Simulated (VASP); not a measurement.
Sc2B3:

```
Sc B
1.0
     3.84630    0.00000    0.00000
    -1.92315    3.33099    0.00000
     0.00000    0.00000    4.38413
Sc B
2 3
Direct
  0.33333 0.66667 0.14871
  0.00000 0.00000 0.46535
  0.84909 0.15091 0.95695
  0.84909 0.69819 0.95695
  0.30181 0.15091 0.95695
```

- Program: VASP 6.6.1
- Task: relaxation of cell and atoms
- Functional: PBE
- Potentials or basis: VASP PAW PBE potentials, release 64 (Sc_sv, B)
- Cutoff: 600 eV
- k mesh: 6 × 6 × 4
- Occupations: gaussian, width 0.1 eV
- Spin: no spin polarisation

At the start: pressure 38.0 GPa; volume 11.23 Å³/atom.

Where does the relaxation end?

Over 34 steps the energy falls by 982.3 meV/atom and the volume is 13.87 Å³/atom (+23.4 %); space group P3m1 (No. 156, to 0.05 Å).

The path:
```csv
step,energy change (eV),largest force (eV/Å),pressure (GPa),volume (Å³)
1,0.0000,3.1642,37.98,56.17
2,-0.8797,2.3632,-12.51,80.72
3,-1.5387,0.6279,0.42,69.27
4,-1.5391,0.5710,0.90,68.99
5,-1.6582,0.3867,0.17,70.20
6,-1.8089,0.7206,0.50,73.56
7,-1.9607,0.7478,-2.42,75.42
8,-2.6128,1.6544,-10.42,80.52
9,-3.0918,1.7041,-18.67,88.80
10,-3.1550,1.6531,-16.16,84.74
11,-3.2176,1.6902,-17.61,86.29
12,-3.2074,1.6949,-17.13,85.75
13,-3.2144,1.6901,-17.22,85.83
14,-3.2332,1.6762,-17.46,86.07
15,-3.2606,1.6524,-17.86,86.53
16,-3.2693,1.6808,-18.28,87.39
17,-3.2726,1.6602,-18.13,86.98
18,-3.3031,1.6572,-18.02,86.76
19,-3.3935,1.6423,-17.72,86.11
20,-3.5685,1.6191,-17.03,84.81
21,-3.8927,1.5680,-15.44,82.26
22,-4.4169,1.4423,-11.22,77.28
23,-4.7638,1.0883,2.77,67.87
24,-4.7873,1.1799,-1.00,69.83
25,-4.7876,1.1637,-0.43,69.51
26,-4.8185,1.0337,-0.31,69.38
27,-4.8681,0.6334,0.25,68.97
28,-4.8703,0.7996,0.46,68.86
29,-4.8947,0.4196,0.47,68.85
30,-4.9032,0.3085,0.57,68.84
31,-4.9072,0.2211,0.33,69.00
32,-4.9110,0.0890,-0.15,69.37
33,-4.9111,0.0920,-0.19,69.40
34,-4.9114,0.0333,-0.07,69.34
```

Final structure:
```
Sc B
1.0
     3.42178    0.00000    0.00000
    -1.71089    2.96335    0.00000
     0.00000    0.00000    6.83817
Sc B
2 3
Direct
  0.33333 0.66667 0.18069
  0.00000 0.00000 0.56249
  0.83368 0.16632 0.91391
  0.83368 0.66736 0.91391
  0.33264 0.16632 0.91391
```

Caveat: the volume moved by over 15 % at a fixed basis, so the end points are rough.
